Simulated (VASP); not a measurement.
Runs of VASP 6.6.1 on Os. The structure is that of space group Fm-3m (No. 225), or close to it. The cells are those of the table. This isn't the form of Os at room conditions, which is hcp.

```csv
task,cell,cutoff (eV),gap on the mesh (eV),pressure (GPa)
single point,"a = 2.693 Å, angles 60.0°, 1 atom",520,none,5.0
relaxation of cell and atoms,"relaxed from a = 2.701 Å, angles 60.0°, 1 atom",600,none,0.0
single point,"a = 2.702 Å, angles 60.0°, 1 atom",600,none,(a)
single point,"a = 2.702 Å, angles 60.0°, 1 atom",520,none,0.5
single point,"a = 2.711 Å, angles 60.0°, 1 atom",520,none,-3.8
```

Alike in all rows: level PBEsol; potentials or basis VASP PAW PBE potentials, release 64 (Os); no spin polarisation; k mesh 11 × 11 × 11; smearing gaussian 0.05 eV.

Estimate the missing entries.

(a) 0.6.

Caveats: the PAW data sets were made with another functional, which shifts forces and pressure a little; spin-orbit coupling is left out, which moves the levels of the heavy elements; the cell stands under pressure (at least some runs); the cell stands under tension (at least some runs).

A k mesh can miss the band edges, and the runs leave out spin-orbit coupling on Os.

A gap of «none» marks levels without a gap at the run's occupations.
